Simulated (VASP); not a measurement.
# SrCd (Pm-3m) in VASP: notebook

The runs below take SrCd through single point, relaxation of cell and atoms, with LDA.

All numbers are computed with VASP 6.6.1; they aren't measurements. Logs are shortened: lines on timing, memory, paths and dates and some standing lists are left out, and cuts for length are marked.

### Step 1. The cell of the first run

The structure is cubic, space group Pm-3m (No. 221). Conventional cell: a = 3.471 Å, b = 3.471 Å, c = 3.471 Å, α = 90.00°, β = 90.00°, γ = 90.00°. Within 4.0 Å of Sr (site symmetry m-3m) lie 8 Cd at 3.01 Å and 6 Sr at 3.47 Å. Cd (site symmetry m-3m) has 8 Sr at 3.01 Å and 6 Cd at 3.47 Å within 4.0 Å.

### Step 2. Single point, LDA

The input, INCAR:

```
SYSTEM = SrCd
PREC     = Accurate       ! precision mode
ENCUT    = 520            ! plane-wave cutoff, eV
EDIFF    = 1E-7           ! SCF threshold, eV
ISMEAR   = -1             ! smearing method
SIGMA    = 0.15           ! smearing width, eV
LREAL    = .FALSE.        ! projectors in reciprocal space
LASPH    = .TRUE.         ! aspherical terms in the spheres
NELM     = 100            ! most SCF steps
ALGO     = Normal         ! electronic algorithm
ISIF     = 2              ! what is computed and relaxed
LWAVE    = .FALSE.        ! write WAVECAR
LCHARG   = .TRUE.         ! write CHGCAR
LELF     = .TRUE.         ! ELF
LVHAR    = .TRUE.       
NBANDS   = 18             ! bands
```

The input, KPOINTS:

```
Automatic mesh
0
G
  12 12 12
  0 0 0
```

The input, POSCAR:

```
SrCd
1.0
    3.4705214759      0.0000000000      0.0000000000
    0.0000000000      3.4705214759      0.0000000000
    0.0000000000      0.0000000000      3.4705214759
Sr Cd
1 1
Direct
    0.5000000000      0.5000000000      0.5000000000
    0.0000000000      0.0000000000      0.0000000000
```

Potentials or basis: VASP PAW LDA potentials, release 64 (Sr_sv, Cd).

On the command line:

```console
$ cat potpaw_LDA.64/Sr_sv/POTCAR potpaw_LDA.64/Cd/POTCAR > POTCAR
$ mpirun -np 1 vasp_std > vasp.out
```

OUTCAR:

```text
SYSTEM = SrCd
   PREC = Accurate
   ENCUT = 520
   EDIFF = 1E-7
   ISMEAR = -1
   LREAL = .FALSE.
   LASPH = .TRUE.
   NELM = 100
   ISIF = 2

 ion  position               nearest neighbor table
   1  0.500  0.500  0.500-   2 3.01   2 3.01   2 3.01   2 3.01   2 3.01   2 3.01   2 3.01   2 3.01

   2  0.000  0.000  0.000-   1 3.01   1 3.01   1 3.01   1 3.01   1 3.01   1 3.01   1 3.01   1 3.01

  LATTYP: Found a simple cubic cell.
 ALAT       =     3.4705214759

  Lattice vectors:

 A1 = (   3.4705214759,   0.0000000000,   0.0000000000)
 A2 = (   0.0000000000,   3.4705214759,   0.0000000000)
 A3 = (   0.0000000000,   0.0000000000,   3.4705214759)

Analysis of symmetry for initial positions (statically):
=====================================================================
 Subroutine PRICEL returns:
 Original cell was already a primitive cell.

 Routine SETGRP: Setting up the symmetry group for a
 simple cubic supercell.

 Subroutine GETGRP returns: Found 48 space group operations
 (whereof 48 operations were pure point group operations)
 out of a pool of 48 trial point group operations.

The static configuration has the point symmetry O_h .

Analysis of symmetry for dynamics (positions and initial velocities):
=====================================================================
 Subroutine PRICEL returns:
 Original cell was already a primitive cell.

 Routine SETGRP: Setting up the symmetry group for a
 simple cubic supercell.

 Subroutine GETGRP returns: Found 48 space group operations
 (whereof 48 operations were pure point group operations)
 out of a pool of 48 trial point group operations.

The dynamic configuration has the point symmetry O_h .

 Subroutine INISYM returns: Found 48 space group operations
 (whereof 48 operations are pure point group operations),
 and found     1 'primitive' translations

----------------------------------------------------------------------------------------

                                     Primitive cell

  volume of cell :      41.8008

  direct lattice vectors                    reciprocal lattice vectors
     3.470521476  0.000000000  0.000000000     0.288141136  0.000000000  0.000000000
     0.000000000  3.470521476  0.000000000     0.000000000  0.288141136  0.000000000
     0.000000000  0.000000000  3.470521476     0.000000000  0.000000000  0.288141136

  length of vectors
     3.470521476  3.470521476  3.470521476     0.288141136  0.288141136  0.288141136

  position of ions in fractional coordinates (direct lattice)
     0.500000000  0.500000000  0.500000000
     0.000000000  0.000000000  0.000000000

  ion indices of the primitive-cell ions
   primitive index   ion index
                 1           1
                 2           2

----------------------------------------------------------------------------------------

 KPOINTS: Automatic mesh

Automatic generation of k-mesh.
 Grid dimensions read from file:
 generate k-points for:   12   12   12

 Generating k-lattice:

  Cartesian coordinates                     Fractional coordinates (reciprocal lattice)
     0.024011761  0.000000000  0.000000000     0.083333333  0.000000000  0.000000000
     0.000000000  0.024011761  0.000000000     0.000000000  0.083333333  0.000000000
     0.000000000  0.000000000  0.024011761     0.000000000  0.000000000  0.083333333

  Length of vectors
     0.024011761  0.024011761  0.024011761

  Shift w.r.t. Gamma in fractional coordinates (k-lattice)
     0.000000000  0.000000000  0.000000000

 Subroutine IBZKPT returns following result:
 ===========================================

 Found     84 irreducible k-points:

 Following reciprocal coordinates:
            Coordinates               Weight
  0.000000  0.000000  0.000000      1.000000
  0.083333  0.000000  0.000000      6.000000
  0.166667  0.000000  0.000000      6.000000
  0.250000  0.000000  0.000000      6.000000
  0.333333  0.000000  0.000000      6.000000
  0.416667  0.000000  0.000000      6.000000
[... 16 lines left out ...]
  0.333333  0.333333  0.000000     12.000000
  0.416667  0.333333  0.000000     24.000000
 [... further k-points ...]
   k-points           NKPTS =     84   k-points in BZ     NKDIM =     84   number of bands    NBANDS=     18
   number of dos      NEDOS =    301   number of ions     NIONS =      2
   total plane-waves  NPLWV =  21952
   dimension x,y,z NGX =    28 NGY =   28 NGZ =   28
   dimension x,y,z NGXF=    56 NGYF=   56 NGZF=   56
   ions per type =               1   1
   NGX,Y,Z   is equivalent  to a cutoff of  13.41, 13.41, 13.41 a.u.
   NGXF,Y,Z  is equivalent  to a cutoff of  26.83, 26.83, 26.83 a.u.
 SYSTEM =  SrCd
   PREC   = accura    normal or accurate (medium, high low for compatibility)
   ISTART =      0    job   : 0-new  1-cont  2-samecut
   ICHARG =      2    charge: 1-file 2-atom 10-const
   ISPIN  =      1    spin polarized calculation?
   LNONCOLLINEAR =      F non collinear calculations
   LSORBIT =      F    spin-orbit coupling
   LASPH  =      T    aspherical Exc in radial PAW
   ENCUT  =  520.0 eV  38.22 Ry    6.18 a.u.   6.45  6.45  6.45*2*pi/ulx,y,z
   NELM   =    100;   NELMIN=  2; NELMDL= -5     # of ELM steps
   EDIFF  = 0.1E-06   stopping-criterion for ELM
   LREAL  =      F    real-space projection
   EDIFFG = 0.1E-05   stopping-criterion for IOM
   NSW    =      0    number of steps for IOM
   IBRION =     -1    ionic relax: 0-MD 1-quasi-New 2-CG
   NFREE  =      0    steps in history (QN), initial steepest desc. (CG)
   ISIF   =      2    stress and relaxation
   ISYM   =      2    0-nonsym 1-usesym 2-fastsym
   POTIM  = 0.5000    time-step for ionic-motion
   TEBEG  =    0.0;   TEEND  =   0.0 temperature during run
   PSTRESS=    0.0 pullay stress
   NELECT =      22.0000    total number of electrons
   NUPDOWN=      -1.0000    fix difference up-down
   EMIN   =  10.00;   EMAX   =-10.00  energy-range for DOS
   EFERMI =   0.00;   METHOD = LEGACY
   ISMEAR =    -1;   SIGMA  =   0.15  broadening in eV -4-tet -1-fermi 0-gaus
   EFERMI_NEDOS =   21; number of points for ismear=-14 and -15
   IALGO  =     38    algorithm
   IMIX   =      4    mixing-type and parameters
     AMIX     =   0.40;   BMIX     =  1.00
     AMIX_MAG =   1.60;   BMIX_MAG =  1.00
  volume/ion in A,a.u.               =      20.90       141.04
  Fermi-wavevector in a.u.,A,eV,Ry     =   1.321765  2.497774 23.770239  1.747063
  Thomas-Fermi vector in A             =   2.451495
   LORBIT       =      0    0 simple, 1 ext, 2 COOP (PROOUT), +10 PAW based schemes
   GGA     = CA    functional components
   LHFCALC =     F    Hartree Fock is set to
   AEXX    =    0.0000 exact exchange contribution
   IVDW    =     0    specifies the selected vdW correction
   LEPSILON=     F    determine dielectric tensor
   LRPA    =     F    only Hartree local field effects (RPA)
 non-spin polarized calculation
  energy-cutoff  :      520.00
  volume of cell :       41.80
 maximum number of plane-waves:      1146
 NGX is ok and might be reduce to    28
   NGX = 13   NGY = 13   NGZ = 13

 number of electron      22.0000011 magnetization

 Free energy of the ion-electron system (eV)
  ---------------------------------------------------
  ext. energy  EPLUGINS =         0.00000000
  ---------------------------------------------------
  free energy    TOTEN  =        -3.11286700 eV

  energy without entropy =       -3.04286440  energy(sigma->0) =       -3.07786570

 E-fermi :   4.6216     XC(G=0): -11.4085

 val. band max:        4.5785577620   @ k =   0.4167   0.2500   0.2500
 cond. band min:       4.6422058124   @ k =   0.2500   0.2500   0.0000
 fundamental gap:      0.0636480504
 Fermi energy:         4.6215824342

 k-point     1 :       0.0000    0.0000    0.0000
  band No.  band energies     occupation
      1     -30.3730      2.00000
      2     -12.3125      2.00000
      3     -12.3125      2.00000
      4     -12.3125      2.00000
      5      -5.0638      2.00000
      6      -5.0638      2.00000
[... 10 lines left out ...]
     17      11.4931      0.00000
     18      11.4931      0.00000

 k-point     2 :       0.0833    0.0000    0.0000
  band No.  band energies     occupation
      1     -30.3676      2.00000
      2     -12.3872      2.00000
      3     -12.3095      2.00000
      4     -12.3095      2.00000
      5      -5.0561      2.00000
      6      -5.0252      2.00000
[... 10 lines left out ...]
     17      12.2283      0.00000
     18      12.2283      0.00000

 k-point     3 :       0.1667    0.0000    0.0000
  band No.  band energies     occupation
      1     -30.3528      2.00000
      2     -12.5839      2.00000
      3     -12.3016      2.00000
      4     -12.3016      2.00000
      5      -5.0350      2.00000
      6      -4.9198      2.00000
[... 10 lines left out ...]
     17      13.2981      0.00000
     18      13.2981      0.00000

 k-point     4 :       0.2500    0.0000    0.0000
  band No.  band energies     occupation
      1     -30.3325      2.00000
      2     -12.8371      2.00000
      3     -12.2907      2.00000
      4     -12.2907      2.00000
      5      -5.0059      2.00000
      6      -4.7758      2.00000
[... 10 lines left out ...]
     17      14.3971      0.00000
     18      14.3971      0.00000

 k-point     5 :       0.3333    0.0000    0.0000
  band No.  band energies     occupation
      1     -30.3121      2.00000
      2     -13.0753      2.00000
      3     -12.2798      2.00000
      4     -12.2798      2.00000
      5      -4.9766      2.00000
      6      -4.6315      2.00000
[... 10 lines left out ...]
     17      14.2311      0.00000
     18      15.5258      0.00000

 k-point     6 :       0.4167    0.0000    0.0000
  band No.  band energies     occupation
      1     -30.2971      2.00000
      2     -13.2414      2.00000
      3     -12.2719      2.00000
      4     -12.2719      2.00000
      5      -4.9549      2.00000
      6      -4.5338      2.00000
[... 10 lines left out ...]
     17      13.7491      0.00000
     18      16.6789      0.00000

 k-point     7 :       0.5000    0.0000    0.0000
  band No.  band energies     occupation
      1     -30.2915      2.00000
      2     -13.3006      2.00000
      3     -12.2690      2.00000
      4     -12.2690      2.00000
      5      -4.9469      2.00000
      6      -4.5327      2.00000
[... 10 lines left out ...]
     17      13.5860      0.00000
     18      16.2016      0.00000

 k-point     8 :       0.0833    0.0833    0.0000
  band No.  band energies     occupation
      1     -30.3622      2.00000
      2     -12.3976      2.00000
      3     -12.3685      2.00000
      4     -12.3062      2.00000
      5      -5.0339      2.00000
      6      -5.0026      2.00000
[... 10 lines left out ...]
     17      12.3499      0.00000
     18      12.7997      0.00000
[... 229 lines left out ...]
     17      13.0077      0.00000
     18      15.8624      0.00000

 k-point    20 :       0.3333    0.2500    0.0000
  band No.  band energies     occupation
      1     -30.2756      2.00000
      2     -12.9824      2.00000
      3     -12.7123      2.00000
      4     -12.2249      2.00000
      5      -4.8695      2.00000
      6      -4.7184      2.00000
[... 10 lines left out ...]
     17      13.2724      0.00000
     18      15.5043      0.00000

 k-point    21 :       0.4167    0.2500    0.0000
  band No.  band energies     occupation
      1     -30.2615      2.00000
      2     -13.1288      2.00000
      3     -12.6891      2.00000
      4     -12.2086      2.00000
      5      -4.8597      2.00000
      6      -4.7498      2.00000
[... 10 lines left out ...]
     17      13.8209      0.00000
     18      15.0832      0.00000

 k-point    22 :       0.5000    0.2500    0.0000
  band No.  band energies     occupation
      1     -30.2563      2.00000
      2     -13.1820      2.00000
      3     -12.6799      2.00000
      4     -12.2026      2.00000
      5      -4.8562      2.00000
      6      -4.7611      2.00000
[... 10 lines left out ...]
     17      14.5335      0.00000
     18      14.9074      0.00000

 k-point    23 :       0.3333    0.3333    0.0000
  band No.  band energies     occupation
      1     -30.2571      2.00000
      2     -12.9610      2.00000
      3     -12.8876      2.00000
      4     -12.1969      2.00000
      5      -4.8553      2.00000
      6      -4.7884      2.00000
[... 10 lines left out ...]
     17      13.2741      0.00000
     18      15.3453      0.00000

 k-point    24 :       0.4167    0.3333    0.0000
  band No.  band energies     occupation
      1     -30.2436      2.00000
      2     -13.0713      2.00000
      3     -12.8842      2.00000
      4     -12.1763      2.00000
      5      -4.8562      2.00000
      6      -4.8327      2.00000
[... 10 lines left out ...]
     17      13.7388      0.00000
     18      14.8545      0.00000

 [... further k-points ...]

------------------------ aborting loop because EDIFF is reached ----------------------------------------

  FORCE on cell =-STRESS in cart. coord.  units (eV):
  Direction    XX          YY          ZZ          XY          YZ          ZX
  --------------------------------------------------------------------------------------
  -------------------------------------------------------------------------------------
  Total        6.7081558      6.7081558      6.7081558      0.0000000     -0.0000000      0.0000000
  in kB      257.1162419    257.1162419    257.1162419      0.0000000     -0.0000000      0.0000000
  external PRESSURE =     257.1162419 kB  Pullay stress =       0.0000000 kB

 VOLUME and BASIS-vectors are now :
 -----------------------------------------------------------------------------
  energy-cutoff  :      520.00
  volume of cell :       41.80
      direct lattice vectors                 reciprocal lattice vectors
     3.470521476  0.000000000  0.000000000     0.288141136  0.000000000  0.000000000
     0.000000000  3.470521476  0.000000000     0.000000000  0.288141136  0.000000000
     0.000000000  0.000000000  3.470521476     0.000000000  0.000000000  0.288141136

 POSITION                                       TOTAL-FORCE (eV/Angst)
 -----------------------------------------------------------------------------------
      1.73526      1.73526      1.73526         0.000000      0.000000      0.000000
      0.00000      0.00000      0.00000         0.000000      0.000000      0.000000
 -----------------------------------------------------------------------------------
    total drift:                                0.000000      0.000000      0.000000

  FREE ENERGIE OF THE ION-ELECTRON SYSTEM (eV)
  ---------------------------------------------------
  free  energy   TOTEN  =        -3.1128670047 eV

  energy  without entropy=       -3.0428644009  energy(sigma->0) =       -3.07786570
```

It took 59 s on 1 thread of Oxide Virtual Turin-like, shared host; peak memory 0.16 GiB.

What came out:

- Free energy: -3.1129 eV
- Pressure: 25.7 GPa
- Band gap on the k mesh: zero (bands 11 and 12 overlap by 3.06 eV)

Levels at points of the mesh, in eV from the Fermi level:
```csv
k point,band 7,band 8,band 9,band 10,band 11,band 12,band 13,band 14,band 15,band 16
"(0.00, 0.00, 0.00)",-9.16,-9.16,-9.16,-7.27,1.09,1.09,5.90,5.90,5.90,6.87
"(0.50, 0.00, 0.00)",-9.15,-9.12,-9.11,-3.40,-3.14,1.23,2.34,2.34,6.74,8.49
"(0.50, 0.50, 0.00)",-9.37,-9.37,-8.84,-3.96,0.62,0.62,1.63,4.86,4.86,8.59
"(0.50, 0.50, 0.50)",-9.18,-8.83,-8.83,-1.96,-1.96,-1.96,0.30,7.69,7.69,7.69
```

Caveat: the cell stands under pressure.

### Step 3. Relaxation of cell and atoms, LDA, target pressure 25 GPa, at which the enthalpy is minimised

This run uses another cell than the first one, of 25.13 Å³/atom.

The input, INCAR:

```
PREC     = Accurate       # precision mode
ENCUT    = 600            # plane-wave cutoff, eV
EDIFF    = 1E-6           # SCF threshold, eV
ISMEAR   = -1             # smearing method
SIGMA    = 0.15           # smearing width, eV
LREAL    = F              # projectors in reciprocal space
LASPH    = T              # aspherical terms in the spheres
NELM     = 80             # most SCF steps
ALGO     = Fast           # electronic algorithm
ISIF     = 3              # what is computed and relaxed
LWAVE    = F              # write WAVECAR
LCHARG   = F              # write CHGCAR
GGA      = CA             # functional
IBRION   = 2              # ionic algorithm
NSW      = 80             # ionic steps
EDIFFG   = -0.001         # ionic threshold
PSTRESS  = 250.0
```

The input, KPOINTS:

```
regular mesh
0
Gamma
  12 12 12
```

The input, POSCAR:

```
SrCd
1.0
    3.6902789721      0.0000000000      0.0000000000
    0.0000000000      3.6902789721      0.0000000000
    0.0000000000      0.0000000000      3.6902789721
Sr Cd
1 1
Direct
    0.5000000000      0.5000000000      0.5000000000
    0.0000000000      0.0000000000      0.0000000000
```

Potentials or basis: VASP PAW LDA potentials, release 64 (Sr_sv, Cd).

On the command line:

```console
$ cat potpaw_LDA.64/Sr_sv/POTCAR potpaw_LDA.64/Cd/POTCAR > POTCAR
$ mpirun -np 1 vasp_std > vasp.out
```

Wall time 12 min (1 thread of Oxide Virtual Turin-like, shared host); peak memory 0.21 GiB.

Results (log left out):

| Quantity | Value |
| --- | --- |
| Free energy | -3.1512 eV |
| Relaxed volume | 21.01 Å³/atom |
| Relaxed cell | a = 3.477 Å, b = 3.477 Å, c = 3.477 Å, α = 90.00°, β = 90.00°, γ = 90.00° |
| Space group after relaxing (to 0.1 Å) | Pm-3m (No. 221) |
| Energy change on relaxing (the run minimises the enthalpy) | +397.3 meV/atom |
| Ionic steps | 14 |
| Pressure after relaxing | 25.0 GPa |
| Band gap on the k mesh | zero (bands 11 and 12 overlap by 3.05 eV) |

The path:
| step | energy change (eV) | largest force (eV/Å) | pressure (GPa) | volume (Å³) |
| --- | --- | --- | --- | --- |
| 1 | 0.0000 | 0.0000 | 8.26 | 50.25 |
| 2 | 3.1052 | 0.0000 | 68.83 | 33.48 |
| 3 | 0.7332 | 0.0000 | 23.80 | 42.43 |
| 4 | 0.7823 | 0.0000 | 24.75 | 42.11 |
| 5 | 0.8062 | 0.0000 | 25.22 | 41.95 |
| 6 | 0.7822 | 0.0000 | 24.75 | 42.11 |
| 7 | 0.7950 | 0.0000 | 24.96 | 42.02 |
| 8 | 0.7967 | 0.0000 | 25.02 | 42.01 |
| 9 | 0.7961 | 0.0000 | 25.02 | 42.02 |
| 10 | 0.7956 | 0.0000 | 25.01 | 42.02 |
| 11 | 0.7953 | 0.0000 | 25.02 | 42.02 |
| 12 | 0.7951 | 0.0000 | 25.01 | 42.02 |
| 13 | 0.7946 | 0.0000 | 25.02 | 42.03 |
| 14 | 0.7946 | 0.0000 | 24.99 | 42.03 |

Final structure:
```yaml
crystal:
  lattice:
    - [3.47678, 0.00000, 0.00000]
    - [0.00000, 3.47678, 0.00000]
    - [0.00000, 0.00000, 3.47678]
  atoms:
    - { symbol: Sr, position: [0.50000, 0.50000, 0.50000] }
    - { symbol: Cd, position: [0.00000, 0.00000, 0.00000] }
```

Levels at points of the mesh, in eV from the Fermi level:
```csv
k point,band 9,band 10,band 11,band 12,band 13,band 14
"(0.00, 0.00, 0.00)",-9.15,-7.25,1.09,1.09,5.87,5.87
"(0.50, 0.00, 0.00)",-9.10,-3.41,-3.13,1.24,2.34,2.34
"(0.50, 0.50, 0.00)",-8.83,-3.94,0.60,0.60,1.62,4.84
"(0.50, 0.50, 0.50)",-8.82,-1.94,-1.94,-1.94,0.28,7.64
```

Caveat: the cell is relaxed towards a set pressure, so the run minimises the enthalpy, not the energy; the volume moved by over 15 % at a fixed basis, so the end points are rough. LDA usually gives volumes a few per cent too small.

The gap in the log of VASP goes by the Fermi energy; the results here count the filled bands.